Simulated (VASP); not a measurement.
# As3Ru (Cmcm) in VASP: notebook

Runs on As3Ru. Level: PBE. Tasks: relaxation of cell and atoms, single point.

Everything below comes from runs of VASP 6.6.1. Logs are shortened: lines on timing, memory, paths and dates and some standing lists are left out, and cuts for length are marked.

**1. The cell of the first run**

Symmetry: Cmcm, No. 63, orthorhombic system. Conventional cell: a = 6.552 Å, b = 9.794 Å, c = 4.423 Å, α = 90.00°, β = 90.00°, γ = 90.00°. Within 3.6 Å of As (site symmetry m2m) lie 8 As at 2.73 to 2.99 Å and 4 Ru at 2.91 to 3.30 Å. Within 3.6 Å of As (site symmetry m) lie 7 As at 2.73 to 2.99 Å and 4 Ru at 2.91 to 3.01 Å. Within 3.8 Å of Ru (site symmetry m2m) lie 12 As at 2.91 to 3.30 Å and 2 Ru at 3.40 Å.

**2. Relaxation of cell and atoms, PBE**

Contents of INCAR:

```
PREC     = Accurate       # precision mode
ENCUT    = 600            # plane-wave cutoff, eV
EDIFF    = 1E-6           # SCF threshold, eV
ISMEAR   = 0              # smearing method
SIGMA    = 0.1            # smearing width, eV
LREAL    = F              # projectors in reciprocal space
LASPH    = T              # aspherical terms in the spheres
NELM     = 80             # most SCF steps
ALGO     = Normal         # electronic algorithm
ISIF     = 3              # what is computed and relaxed
LWAVE    = F              # write WAVECAR
LCHARG   = F              # write CHGCAR
GGA      = PE             # functional
IBRION   = 2              # ionic algorithm
NSW      = 90             # ionic steps
EDIFFG   = -0.04          # ionic threshold
```

Contents of KPOINTS:

```
Automatic mesh
0
Gamma
  4 4 4
```

Contents of POSCAR:

```
As3Ru
1.0
    3.2760520167     -4.8967822414      0.0000000000
    3.2760520167      4.8967822414      0.0000000000
    0.0000000000      0.0000000000      4.4231083823
As Ru
6 2
Direct
    0.1751000000      0.8249000000      0.2500000000
    0.8249000000      0.1751000000      0.7500000000
    0.1179000000      0.3079000000      0.2500000000
    0.8821000000      0.6921000000      0.7500000000
    0.3079000000      0.1179000000      0.7500000000
    0.6921000000      0.8821000000      0.2500000000
    0.6321000000      0.3679000000      0.2500000000
    0.3679000000      0.6321000000      0.7500000000
```

Potentials or basis: VASP PAW PBE potentials, release 64 (As, Ru_pv).

On the command line:

```console
$ cat potpaw_PBE.64/As/POTCAR potpaw_PBE.64/Ru_pv/POTCAR > POTCAR
$ mpirun -np 1 vasp_std > vasp.out
```

OUTCAR:

```text
PREC = Accurate
   ENCUT = 600
   EDIFF = 1E-6
   ISMEAR = 0
   LREAL = F
   LASPH = T
   NELM = 80
   ISIF = 3
   GGA = PE
   IBRION = 2
   NSW = 90
   EDIFFG = -0.04

 ion  position               nearest neighbor table
   1  0.175  0.825  0.250-   4 2.73   5 2.73   4 2.73   5 2.73   8 2.91   8 2.91
   2  0.825  0.175  0.750-   3 2.73   6 2.73   3 2.73   6 2.73   7 2.91   7 2.91
   3  0.118  0.308  0.250-   2 2.73   2 2.73   6 2.79   5 2.89   5 2.89   7 2.91   8 2.93   8 2.93
                             7 3.01
   4  0.882  0.692  0.750-   1 2.73   1 2.73   5 2.79   6 2.89   6 2.89   8 2.91   7 2.93   7 2.93
                             8 3.01
   5  0.308  0.118  0.750-   1 2.73   1 2.73   4 2.79   3 2.89   3 2.89   8 2.91   7 2.93   7 2.93
                             8 3.01
   6  0.692  0.882  0.250-   2 2.73   2 2.73   3 2.79   4 2.89   4 2.89   7 2.91   8 2.93   8 2.93
                             7 3.01
   7  0.632  0.368  0.250-   2 2.91   2 2.91   6 2.91   3 2.91   4 2.93   4 2.93   5 2.93   5 2.93
                             3 3.01   6 3.01
   8  0.368  0.632  0.750-   1 2.91   1 2.91   4 2.91   5 2.91   3 2.93   3 2.93   6 2.93   6 2.93
                             5 3.01   4 3.01

  LATTYP: Found a base centered orthorhombic cell.
 ALAT       =     6.5521040334
 B/A-ratio  =     1.4947205406
 C/A-ratio  =     0.6750668731

  Lattice vectors:

 A1 = (   3.2760520167,  -4.8967822414,   0.0000000000)
 A2 = (   3.2760520167,   4.8967822414,   0.0000000000)
 A3 = (   0.0000000000,   0.0000000000,   4.4231083823)

Analysis of symmetry for initial positions (statically):
=====================================================================
 Subroutine PRICEL returns:
 Original cell was already a primitive cell.

 Routine SETGRP: Setting up the symmetry group for a
 base centered orthorhombic supercell.

 Subroutine GETGRP returns: Found  8 space group operations
 (whereof  4 operations were pure point group operations)
 out of a pool of  8 trial point group operations.

The static configuration has the point symmetry C_2h.
 The point group associated with its full space group is D_2h.

Analysis of symmetry for dynamics (positions and initial velocities):
=====================================================================
 Subroutine PRICEL returns:
 Original cell was already a primitive cell.

 Routine SETGRP: Setting up the symmetry group for a
 base centered orthorhombic supercell.

 Subroutine GETGRP returns: Found  8 space group operations
 (whereof  4 operations were pure point group operations)
 out of a pool of  8 trial point group operations.

The dynamic configuration has the point symmetry C_2h.
 The point group associated with its full space group is D_2h.

 Subroutine INISYM returns: Found  8 space group operations
 (whereof  4 operations are pure point group operations),
 and found     1 'primitive' translations

----------------------------------------------------------------------------------------

                                     Primitive cell

  volume of cell :     141.9120

  direct lattice vectors                    reciprocal lattice vectors
     3.276052017 -4.896782241  0.000000000     0.152622729 -0.102107869  0.000000000
     3.276052017  4.896782241  0.000000000     0.152622729  0.102107869  0.000000000
     0.000000000  0.000000000  4.423108382     0.000000000  0.000000000  0.226085348

  length of vectors
     5.891603613  5.891603613  4.423108382     0.183629285  0.183629285  0.226085348

  position of ions in fractional coordinates (direct lattice)
     0.175100000  0.824900000  0.250000000
     0.824900000  0.175100000  0.750000000
     0.117900000  0.307900000  0.250000000
     0.882100000  0.692100000  0.750000000
     0.307900000  0.117900000  0.750000000
     0.692100000  0.882100000  0.250000000
     0.632100000  0.367900000  0.250000000
     0.367900000  0.632100000  0.750000000

  ion indices of the primitive-cell ions
   primitive index   ion index
                 1           1
                 2           2
                 3           3
                 4           4
                 5           5
                 6           6
                 7           7
                 8           8

----------------------------------------------------------------------------------------

 KPOINTS: Automatic mesh

Automatic generation of k-mesh.
 Grid dimensions read from file:
 generate k-points for:    4    4    4

 Generating k-lattice:

  Cartesian coordinates                     Fractional coordinates (reciprocal lattice)
     0.038155682 -0.025526967  0.000000000     0.250000000  0.000000000  0.000000000
     0.038155682  0.025526967  0.000000000     0.000000000  0.250000000  0.000000000
     0.000000000  0.000000000  0.056521337     0.000000000  0.000000000  0.250000000

  Length of vectors
     0.045907321  0.045907321  0.056521337

  Shift w.r.t. Gamma in fractional coordinates (k-lattice)
     0.000000000  0.000000000  0.000000000

 Subroutine IBZKPT returns following result:
 ===========================================

 Found     21 irreducible k-points:

 Following reciprocal coordinates:
            Coordinates               Weight
  0.000000  0.000000  0.000000      1.000000
  0.250000  0.000000  0.000000      4.000000
  0.500000  0.000000  0.000000      2.000000
  0.250000  0.250000  0.000000      2.000000
  0.500000  0.250000  0.000000      4.000000
 -0.250000  0.250000  0.000000      2.000000
[... 13 lines left out ...]
 -0.250000  0.250000  0.500000      2.000000
  0.500000  0.500000  0.500000      1.000000
   k-points           NKPTS =     21   k-points in BZ     NKDIM =     21   number of bands    NBANDS=     34
   number of dos      NEDOS =    301   number of ions     NIONS =      8
   total plane-waves  NPLWV =  82944
   dimension x,y,z NGX =    48 NGY =   48 NGZ =   36
   dimension x,y,z NGXF=    96 NGYF=   96 NGZF=   72
   ions per type =               6   2
   NGX,Y,Z   is equivalent  to a cutoff of  13.54, 13.54, 13.53 a.u.
   NGXF,Y,Z  is equivalent  to a cutoff of  27.09, 27.09, 27.06 a.u.
 SYSTEM =  unknown system
   PREC   = accura    normal or accurate (medium, high low for compatibility)
   ISTART =      0    job   : 0-new  1-cont  2-samecut
   ICHARG =      2    charge: 1-file 2-atom 10-const
   ISPIN  =      1    spin polarized calculation?
   LNONCOLLINEAR =      F non collinear calculations
   LSORBIT =      F    spin-orbit coupling
   LASPH  =      T    aspherical Exc in radial PAW
   ENCUT  =  600.0 eV  44.10 Ry    6.64 a.u.  11.77 11.77  8.83*2*pi/ulx,y,z
   NELM   =     80;   NELMIN=  2; NELMDL= -5     # of ELM steps
   EDIFF  = 0.1E-05   stopping-criterion for ELM
   LREAL  =      F    real-space projection
   EDIFFG = -.4E-01   stopping-criterion for IOM
   NSW    =     90    number of steps for IOM
   IBRION =      2    ionic relax: 0-MD 1-quasi-New 2-CG
   NFREE  =      1    steps in history (QN), initial steepest desc. (CG)
   ISIF   =      3    stress and relaxation
   ISYM   =      2    0-nonsym 1-usesym 2-fastsym
   POTIM  = 0.5000    time-step for ionic-motion
   TEBEG  =    0.0;   TEEND  =   0.0 temperature during run
   PSTRESS=    0.0 pullay stress
   NELECT =      58.0000    total number of electrons
   NUPDOWN=      -1.0000    fix difference up-down
   EMIN   =  10.00;   EMAX   =-10.00  energy-range for DOS
   EFERMI =   0.00;   METHOD = LEGACY
   ISMEAR =     0;   SIGMA  =   0.10  broadening in eV -4-tet -1-fermi 0-gaus
   EFERMI_NEDOS =   21; number of points for ismear=-14 and -15
   IALGO  =     38    algorithm
   IMIX   =      4    mixing-type and parameters
     AMIX     =   0.40;   BMIX     =  1.00
     AMIX_MAG =   1.60;   BMIX_MAG =  1.00
  volume/ion in A,a.u.               =      17.74       119.71
  Fermi-wavevector in a.u.,A,eV,Ry     =   1.214911  2.295849 20.082316  1.476009
  Thomas-Fermi vector in A             =   2.350315
   LORBIT       =      0    0 simple, 1 ext, 2 COOP (PROOUT), +10 PAW based schemes
   GGA     = PE    functional components
   LHFCALC =     F    Hartree Fock is set to
   AEXX    =    0.0000 exact exchange contribution
   IVDW    =     0    specifies the selected vdW correction
   LEPSILON=     F    determine dielectric tensor
   LRPA    =     F    only Hartree local field effects (RPA)
 conjugate gradient relaxation of ions
 non-spin polarized calculation
 Gauss-broadening in eV      SIGMA  =   0.10
  energy-cutoff  :      600.00
  volume of cell :      141.91
 maximum number of plane-waves:      4768
   NGX = 23   NGY = 23   NGZ = 17

--------------------------------------- Ionic step        1  -------------------------------------------

 number of electron      57.9999994 magnetization

 Free energy of the ion-electron system (eV)
  ---------------------------------------------------
  ext. energy  EPLUGINS =         0.00000000
  ---------------------------------------------------
  free energy    TOTEN  =       -41.95347424 eV

  energy without entropy =      -41.93569675  energy(sigma->0) =      -41.94458550

------------------------ aborting loop because EDIFF is reached ----------------------------------------

  FORCE on cell =-STRESS in cart. coord.  units (eV):
  Direction    XX          YY          ZZ          XY          YZ          ZX
  --------------------------------------------------------------------------------------
  -------------------------------------------------------------------------------------
  Total       -2.5976771     -5.6319547     -3.4509868      0.0000000      0.0000000      0.0000000
  in kB      -29.3276043    -63.5844002    -38.9614150      0.0000000      0.0000000      0.0000000
  external PRESSURE =     -43.9578065 kB  Pullay stress =       0.0000000 kB
[... 107 lines left out ...]
  FREE ENERGIE OF THE ION-ELECTRON SYSTEM (eV)
  ---------------------------------------------------
  free  energy   TOTEN  =       -43.5147368331 eV

  energy  without entropy=      -43.4894921307  energy(sigma->0) =      -43.50211448

 E-fermi :   5.4477     XC(G=0): -10.0518

 val. band max:        5.2354248314   @ k =   0.2500   0.0000   0.5000
 cond. band min:       5.4995685060   @ k =   0.5000   0.2500   0.2500
 fundamental gap:      0.2641436746
 Fermi energy:         5.4477445837

 k-point     1 :       0.0000    0.0000    0.0000
  band No.  band energies     occupation
      1     -37.5494      2.00000
      2     -37.4005      2.00000
      3     -37.3355      2.00000
      4     -37.2400      2.00000
      5     -37.2244      2.00000
      6     -37.1859      2.00000
[... 766 lines left out ...]
     33       6.7094      0.00000
     34       6.7094      0.00000

[... ionic steps 4 to 27 ...]

--------------------------------------- Ionic step       28  -------------------------------------------

 number of electron      57.9999996 magnetization

------------------------ aborting loop because EDIFF is reached ----------------------------------------
[... 79 lines left out ...]
--------------------------------------- Ionic step       30  -------------------------------------------

 number of electron      57.9999994 magnetization

 Free energy of the ion-electron system (eV)
  ---------------------------------------------------
  ext. energy  EPLUGINS =         0.00000000
  ---------------------------------------------------
  free energy    TOTEN  =       -46.37726700 eV

  energy without entropy =      -46.37036432  energy(sigma->0) =      -46.37381566

 E-fermi :   4.8355     XC(G=0):  -9.6978

 val. band max:        4.6703515274   @ k =   0.2500   0.0000   0.5000
 cond. band min:       4.8835636557   @ k =   0.5000   0.5000   0.2500
 fundamental gap:      0.2132121283
 Fermi energy:         4.8355403465

 k-point     1 :       0.0000    0.0000    0.0000
  band No.  band energies     occupation
      1     -38.1438      2.00000
      2     -37.9595      2.00000
      3     -37.8919      2.00000
      4     -37.8198      2.00000
      5     -37.7615      2.00000
      6     -37.7571      2.00000
[... 801 lines left out ...]
  FREE ENERGIE OF THE ION-ELECTRON SYSTEM (eV)
  ---------------------------------------------------
  free  energy   TOTEN  =       -46.3772670034 eV

  energy  without entropy=      -46.3703643216  energy(sigma->0) =      -46.37381566

 reached required accuracy - stopping structural energy minimisation
```

It took 23 min on 1 thread of Intel Xeon 6975P-C (Granite Rapids), shared host; peak memory 0.35 GiB.

Results:

```yaml
Free_energy: -46.3773 eV
Relaxed_volume: 22.82 Å³/atom
Relaxed_cell: a = 6.830 Å, b = 6.830 Å, c = 4.030 Å, α = 90.00°, β = 90.00°, γ = 103.80°
Space_group_after_relaxing_to_0.1_Å: Cmcm (No. 63)
Energy_gained_by_relaxing: 553.0 meV/atom
Ionic_steps: 30
Pressure_after_relaxing: -0.1 GPa
Largest_force_after_relaxing: 0.023 eV/Å
Band_gap_on_the_k_mesh: zero (bands 29 and 30 overlap by 1.62 eV)
```

Forces on the atoms (eV/Å):
```
As   0.000 -0.015  0.000
As   0.000  0.015  0.000
As   0.003  0.010  0.000
As  -0.003 -0.010  0.000
As   0.003 -0.010  0.000
As  -0.003  0.010  0.000
Ru   0.000  0.023  0.000
Ru   0.000 -0.023  0.000
```

Stress tensor (GPa, compression positive):
```
-0.19  0.00  0.00
 0.00  0.14  0.00
 0.00  0.00 -0.20
```

Step by step:
```
step  energy change (eV)  largest force (eV/Å)  pressure (GPa)  volume (Å³)
   1              0.0000                2.1917           -4.40       141.91
   2             -1.2950                1.6699            2.64       132.14
   3             -1.5613                1.3962           13.45       124.76
   4             -1.5870                1.3573           10.25       126.53
   5             -2.3143                1.6557            7.59       131.29
   6             -2.8272                1.6098            7.97       138.97
   7             -3.5911                1.3138           -3.20       153.98
   8             -3.6086                1.2565           -4.64       156.73
   9             -3.9777                0.6707           -1.48       156.51
  10             -4.0077                0.7353           -0.17       156.39
  11             -4.0981                0.4626            1.49       156.02
  12             -4.1381                0.1667            3.84       155.55
  13             -4.1809                0.1464            3.19       157.31
  14             -4.2427                0.6364            1.59       162.64
  15             -4.2806                0.5584            0.57       164.34
  16             -4.3067                0.4473           -1.55       168.22
  17             -4.3319                0.4244           -0.98       168.43
  18             -4.3442                0.3937           -0.24       168.69
  19             -4.3591                0.2432            0.38       168.41
  20             -4.3659                0.0930            1.17       168.08
  21             -4.3769                0.0938            0.57       169.66
  22             -4.3806                0.3003           -0.09       171.51
  23             -4.3896                0.2749           -0.12       172.66
  24             -4.4089                0.1917           -0.19       176.10
  25             -4.4185                0.1724           -0.05       183.04
  26             -4.4193                0.1564           -0.08       181.61
  27             -4.4229                0.0653            0.30       182.04
  28             -4.4230                0.0677            0.24       181.98
  29             -4.4221                0.0970           -0.52       183.51
  30             -4.4238                0.0231           -0.08       182.60
```

Final structure:
```
As Ru
1.0
     4.21441   -5.37517    0.00000
     4.21441    5.37517    0.00000
     0.00000    0.00000    4.03024
As Ru
6 2
Direct
  0.22989 0.77011 0.25000
  0.77011 0.22989 0.75000
  0.20527 0.40541 0.25000
  0.79473 0.59459 0.75000
  0.40541 0.20527 0.75000
  0.59459 0.79473 0.25000
  0.58501 0.41499 0.25000
  0.41499 0.58501 0.75000
```

Levels at points of the mesh, in eV from the Fermi level:
| k point | band 25 | band 26 | band 27 | band 28 | band 29 | band 30 | band 31 | band 32 | band 33 | band 34 |
| --- | --- | --- | --- | --- | --- | --- | --- | --- | --- | --- |
| (0.00, 0.00, 0.00) | -1.52 | -1.50 | -1.13 | -0.64 | 0.90 | 1.25 | 1.48 | 2.15 | 2.18 | 2.37 |
| (0.50, 0.00, 0.00) | -1.43 | -1.42 | -1.10 | -0.55 | 0.64 | 1.18 | 1.18 | 1.46 | 1.87 | 1.90 |
| (0.50, 0.50, 0.00) | -1.55 | -1.33 | -1.08 | -0.41 | 0.19 | 0.78 | 1.39 | 1.59 | 1.93 | 1.99 |
| (0.00, 0.00, 0.50) | -2.15 | -2.15 | -1.99 | -1.99 | 0.18 | 0.18 | 0.44 | 0.44 | 2.40 | 2.40 |
| (0.50, 0.00, 0.50) | -2.20 | -2.20 | -1.58 | -1.58 | -0.45 | -0.45 | 0.65 | 0.65 | 2.21 | 2.21 |
| (0.50, 0.50, 0.50) | -2.00 | -2.00 | -1.52 | -1.52 | -0.72 | -0.72 | 0.97 | 0.97 | 1.38 | 1.38 |

Caveat: the volume moved by over 15 % at a fixed basis, so the end points are rough.

**3. Single point, PBE**

This run uses another cell than the first one, of 23.45 Å³/atom.

Contents of INCAR:

```
  PREC = Accurate
  ENCUT = 520
  EDIFF = 1E-7
  ISMEAR = 0
  SIGMA = 0.1
  LREAL = F
  LASPH = T
  NELM = 60
  ALGO = Normal
  ISIF = 2
  LWAVE = F
  LCHARG = F
  GGA = PE
  NBANDS = 39
```

Contents of KPOINTS:

```
regular mesh
0
Gamma
  6 6 10
```

Contents of POSCAR:

```
As3Ru
1.0
    4.1906599932     -5.5771994404      0.0000000000
    4.1906599932      5.5771994404      0.0000000000
    0.0000000000      0.0000000000      4.0132879681
As Ru
6 2
Direct
    0.2395934818      0.7604065182      0.2500000000
    0.7604065182      0.2395934818      0.7500000000
    0.2072677826      0.4019791209      0.2500000000
    0.7927322174      0.5980208791      0.7500000000
    0.4019791209      0.2072677826      0.7500000000
    0.5980208791      0.7927322174      0.2500000000
    0.5818253657      0.4181746343      0.2500000000
    0.4181746343      0.5818253657      0.7500000000
```

Potentials or basis: VASP PAW PBE potentials, release 64 (As, Ru_pv).

On the command line:

```console
$ cat potpaw_PBE.64/As/POTCAR potpaw_PBE.64/Ru_pv/POTCAR > POTCAR
$ mpirun -np 1 vasp_std > vasp.out
```

Wall time 7.5 min (1 thread of Intel Xeon 6975P-C (Granite Rapids), shared host); peak memory 0.58 GiB.

Results (log left out):

```
Free energy            : -46.3933 eV
Pressure               : 0.3 GPa
Largest force          : 0.081 eV/Å
Band gap on the k mesh : zero (bands 29 and 30 overlap by 1.59 eV)
```

Forces in eV/Å, atoms in the order of the input:
```
As   0.000  0.081  0.000
As   0.000 -0.081  0.000
As  -0.058 -0.018  0.000
As   0.058  0.018  0.000
As  -0.058  0.018  0.000
As   0.058 -0.018  0.000
Ru   0.000 -0.013  0.000
Ru   0.000  0.013  0.000
```

Stress tensor (GPa, compression positive):
```
0.30 0.00 0.00
0.00 0.33 0.00
0.00 0.00 0.13
```

Levels at points of the mesh, in eV from the Fermi level:
```
           k point  band 26  band 27  band 28  band 29  band 30  band 31  band 32  band 33
(0.00, 0.00, 0.00)    -1.57    -1.26    -0.68     0.86     1.21     1.51     1.65     2.10
(0.50, 0.00, 0.00)    -1.48    -1.19    -0.59     0.56     1.14     1.19     1.51     1.81
(0.50, 0.50, 0.00)    -1.38    -1.17    -0.46     0.11     0.86     1.41     1.66     1.82
(0.00, 0.00, 0.50)    -2.21    -2.04    -2.04     0.09     0.09     0.41     0.41     2.48
(0.50, 0.00, 0.50)    -2.26    -1.71    -1.71    -0.48    -0.48     0.59     0.59     2.11
(0.50, 0.50, 0.50)    -2.08    -1.69    -1.69    -0.73    -0.73     0.91     0.91     1.35
```

The gap in the log of VASP goes by the Fermi energy; the results here count the filled bands.